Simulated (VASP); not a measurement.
# Ti4Be3Al6Ni3 in VASP: further runs, part 2 of 4

VASP 6.6.1. The steps go on from the part before.

## (3) Single point, PBE

Input file INCAR:

```
SYSTEM = Ti4Be3Al6Ni3
ALGO = Normal
EDIFF = 1E-6
ENCUT = 400
GGA = PE
GGA_COMPAT = .FALSE.
ISIF = 2
ISMEAR = -1
ISYM = -1
LASPH = .TRUE.
LCHARG = .FALSE.
LREAL = Auto
LWAVE = .FALSE.
NBANDS = 65
NELM = 120
PREC = Accurate
SIGMA = 0.0724
```

Input file KPOINTS:

```
explicit points
1
Reciprocal
  0.25000000   0.25000000   0.25000000 1
```

Input file POSCAR:

```
Ti4Be3Al6Ni3
1.0
    5.9660070000     -0.0851050000      0.0886860000
   -0.0851050000      6.3201460000     -0.0851570000
    0.0886860000     -0.0851570000      6.0902670000
Al Ti Be Ni
6 4 3 3
Direct
    1.0298485517      0.8257689458      0.4152334959
    0.8332007702      0.1473478148      0.6702344009
    0.1327709506      0.9122622170      0.8644730336
    0.6474976987      0.4699459427      0.5580243371
    0.8773839113      0.5800033877     -0.0257015532
    0.4954098773      0.2763066422      0.9344911355
    0.4953909580      0.9108654155      0.4933730038
    0.7900165844      0.1021233011      0.2011673878
    0.2294270231      0.5493918327      0.6524678795
    0.4185902734      0.5991522951      0.1863129999
    0.1362318710      0.2806459918      0.9734916566
    0.2533592501      0.2887003110      0.3377171204
    0.5686034329      0.8692619989      0.8919613179
    0.3586894212      0.0180999488      0.1826984937
    0.2466275992      0.1732017465      0.6217819228
    0.9453088653      0.4422928453      0.3157209150
```

Potentials or basis: VASP PAW PBE potentials, release 64 (Al, Ti_sv, Be, Ni).

The run is started by

```bash
> cat potpaw_PBE.64/Al/POTCAR potpaw_PBE.64/Ti_sv/POTCAR potpaw_PBE.64/Be/POTCAR potpaw_PBE.64/Ni/POTCAR > POTCAR
> mpirun -np 1 vasp_std > vasp.out
```

OUTCAR:

```text
SYSTEM = Ti4Be3Al6Ni3
   EDIFF = 1E-6
   ENCUT = 400
   GGA = PE
   ISIF = 2
   ISMEAR = -1
   ISYM = -1
   LASPH = .TRUE.
   LREAL = Auto
   NELM = 120
   PREC = Accurate

 ion  position               nearest neighbor table
   1  0.030  0.826  0.415-  16 2.52   9 2.63  14 2.67   8 2.68   2 2.79  15 2.80   3 2.86   7 2.87
                            10 3.04   5 3.21   4 3.27
   2  0.833  0.147  0.670-   4 2.47  15 2.48   6 2.67   3 2.68  13 2.69   7 2.71  11 2.72   1 2.79
                             8 2.88  16 2.94   5 3.27
   3  0.133  0.912  0.864-  15 2.32  11 2.40  14 2.46  13 2.63   5 2.65   9 2.67   2 2.68   1 2.86
                             7 3.08   8 3.10   6 3.14
   4  0.647  0.470  0.558-  16 2.28   2 2.47   9 2.60   6 2.75  10 2.83   5 2.98   7 3.00  15 3.02
                             1 3.27
   5  0.877  0.580  0.974-  16 2.33  11 2.48   3 2.65  13 2.70   9 2.84   6 2.95   4 2.98  10 3.00
                             1 3.21   2 3.27
   6  0.495  0.276  0.934-  11 2.15  14 2.37  15 2.51  10 2.56  13 2.63   2 2.67   8 2.71   4 2.75
                            12 2.81   5 2.95   9 2.99   3 3.14
   7  0.495  0.911  0.493-  14 2.21  15 2.36  13 2.50   2 2.71  10 2.72   8 2.75   1 2.87   9 2.92
                             4 3.00   3 3.08
   8  0.790  0.102  0.201-  16 2.41  14 2.62   1 2.68   6 2.71   7 2.75   2 2.88   3 3.10
   9  0.229  0.549  0.652-  15 2.39  12 2.50   4 2.60   1 2.63   3 2.67  16 2.76   5 2.84   7 2.92
                             6 2.99
  10  0.419  0.599  0.186-  12 2.37   6 2.56  13 2.63  14 2.68   7 2.72   4 2.83   5 3.00   1 3.04

  11  0.136  0.281  0.973-   6 2.15  15 2.31  12 2.34   3 2.40   5 2.48  14 2.55  16 2.55   2 2.72

  12  0.253  0.289  0.338-  15 1.90  14 2.04  16 2.11  11 2.34  10 2.37   9 2.50   6 2.81
  13  0.569  0.869  0.892-  14 2.33   7 2.50   6 2.63  10 2.63   3 2.63   2 2.69   5 2.70
  14  0.359  0.018  0.183-  12 2.04   7 2.21  13 2.33   6 2.37   3 2.46  11 2.55   8 2.62   1 2.67
                            10 2.68  15 2.89
  15  0.247  0.173  0.622-  12 1.90  11 2.31   3 2.32   7 2.36   9 2.39   2 2.48   6 2.51   1 2.80
                            14 2.89   4 3.02
  16  0.945  0.442  0.316-  12 2.11   4 2.28   5 2.33   8 2.41   1 2.52  11 2.55   9 2.76   2 2.94

IMPORTANT INFORMATION: All symmetrisations will be switched off!
NOSYMM: (Re-)initialisation of all symmetry stuff for point group C_1.

[... 112 lines left out ...]
  energy-cutoff  :      400.00
  volume of cell :      229.50
 maximum number of plane-waves:      4190
 NGX is ok and might be reduce to    40
   NGX = 19   NGY = 21   NGZ = 19

 number of electron     101.9999999 magnetization

 Free energy of the ion-electron system (eV)
  ---------------------------------------------------
  ext. energy  EPLUGINS =         0.00000000
  ---------------------------------------------------
  free energy    TOTEN  =       -82.14141459 eV

  energy without entropy =      -81.96340353  energy(sigma->0) =      -82.05240906

 E-fermi :   7.7887     XC(G=0): -10.9328

 val. band max:        7.6915419033   @ k =   0.2500   0.2500   0.2500
 cond. band min:       7.8885526862   @ k =   0.2500   0.2500   0.2500
 fundamental gap:      0.1970107828
 Fermi energy:         7.7887303881

 k-point     1 :       0.2500    0.2500    0.2500
  band No.  band energies     occupation
      1     -49.2739      2.00000
      2     -49.2571      2.00000
      3     -49.0702      2.00000
      4     -49.0507      2.00000
      5     -25.6983      2.00000
      6     -25.6533      2.00000
[... 55 lines left out ...]
     62       9.5064      0.00000
     63       9.7911      0.00000
 [bands above 63 left out]

------------------------ aborting loop because EDIFF is reached ----------------------------------------

  FORCE on cell =-STRESS in cart. coord.  units (eV):
  Direction    XX          YY          ZZ          XY          YZ          ZX
  --------------------------------------------------------------------------------------
  -------------------------------------------------------------------------------------
  Total       -0.3273314      7.7760915      7.7022338    -10.2357024     -8.9959447     -3.0469952
  in kB       -2.2851146     54.2852248     53.7696207    -71.4558726    -62.8010718    -21.2712027
  external PRESSURE =      35.2565770 kB  Pullay stress =       0.0000000 kB

 VOLUME and BASIS-vectors are now :
 -----------------------------------------------------------------------------
  energy-cutoff  :      400.00
  volume of cell :      229.50
      direct lattice vectors                 reciprocal lattice vectors
     5.966007000 -0.085105000  0.088686000     0.167683879  0.002225494 -0.002410682
    -0.085105000  6.320146000 -0.085157000     0.002225494  0.158283544  0.002180788
     0.088686000 -0.085157000  6.090267000    -0.002410682  0.002180788  0.164262011

 POSITION                                       TOTAL-FORCE (eV/Angst)
 -----------------------------------------------------------------------------------
      0.14463      5.18108      2.46121         0.029605     -0.017266     -0.229206
      5.01778      0.80327      4.14325         0.931217     -0.104210      0.479068
      0.79114      5.68071      5.19896         0.246778     -0.813622      0.995824
      3.87247      2.86750      3.41592        -0.481838      0.853228     -0.373263
      5.27152      3.50807      5.96216        -0.550820     -0.021563     -0.052139
      3.01498      1.62456      5.71171         1.189979     -0.196536     -1.451079
[... 8 lines left out ...]
      1.51179      1.02072      3.79394        -0.952924     -0.575358      0.823980
      5.63008      2.68802      1.96900         0.620793      0.041292      0.225681
 -----------------------------------------------------------------------------------
    total drift:                               -0.004793      0.006708      0.002948

  FREE ENERGIE OF THE ION-ELECTRON SYSTEM (eV)
  ---------------------------------------------------
  free  energy   TOTEN  =       -82.1414145892 eV

  energy  without entropy=      -81.9634035310  energy(sigma->0) =      -82.05240906
```

OSZICAR:

```text
N       E                     dE             d eps       ncg     rms          rms(c)
DAV:   1     0.958505581285E+03    0.95851E+03   -0.38561E+04   130   0.143E+03
DAV:   2     0.362355108595E+02   -0.92227E+03   -0.89742E+03   130   0.445E+02
DAV:   3    -0.790876499559E+02   -0.11532E+03   -0.11134E+03   179   0.157E+02
[... 14 lines left out ...]
DAV:  18    -0.821414241014E+02   -0.47630E-05   -0.40692E-04   188   0.198E-01    0.421E-02
DAV:  19    -0.821414195589E+02    0.45424E-05   -0.90411E-05   204   0.130E-01    0.298E-02
DAV:  20    -0.821414160759E+02    0.34831E-05   -0.27839E-05   188   0.472E-02    0.170E-02
DAV:  21    -0.821414146441E+02    0.14317E-05   -0.90520E-06   156   0.232E-02    0.380E-03
DAV:  22    -0.821414145892E+02    0.54997E-07   -0.15354E-06   116   0.867E-03
   1 F= -.82141415E+02 E0= -.82052409E+02  d E =-.178011E+00
```

stdout:

```text
POSCAR found type information on POSCAR AlTiBeNi
 POSCAR found :  4 types and      16 ions
 scaLAPACK will be used
 LDA part: xc-table for (Slater+PW92), standard interpolation
 POSCAR, INCAR and KPOINTS ok, starting setup
 FFT: planning ... GRIDC
 FFT: planning ... GRID_SOFT
 FFT: planning ... GRID
 WAVECAR not read
 entering main loop
```

It took 27 s on 1 thread of Intel Xeon 6975P-C (Granite Rapids), shared host; peak memory 0.24 GiB.

Results:

| Quantity | Value |
| --- | --- |
| Free energy | -82.1414 eV |
| Pressure | 3.5 GPa |
| Largest force | 1.887 eV/Å |

Forces on the atoms (eV/Å):
```
Al   0.030 -0.017 -0.229
Al   0.931 -0.104  0.479
Al   0.247 -0.814  0.996
Al  -0.482  0.853 -0.373
Al  -0.551 -0.022 -0.052
Al   1.190 -0.197 -1.451
Ti   0.565 -0.933  1.347
Ti   0.758  0.486 -0.971
Ti   0.005 -0.048  1.214
Ti   0.056  0.994 -0.535
Be  -1.405  0.511  0.941
Be  -0.225  0.235 -1.651
Be  -0.050 -0.356  0.382
Ni  -0.737 -0.055 -1.145
Ni  -0.953 -0.575  0.824
Ni   0.621  0.041  0.226
```

Caveat: the atoms stand as in a frame of molecular dynamics.

[end of part 2 of 4]
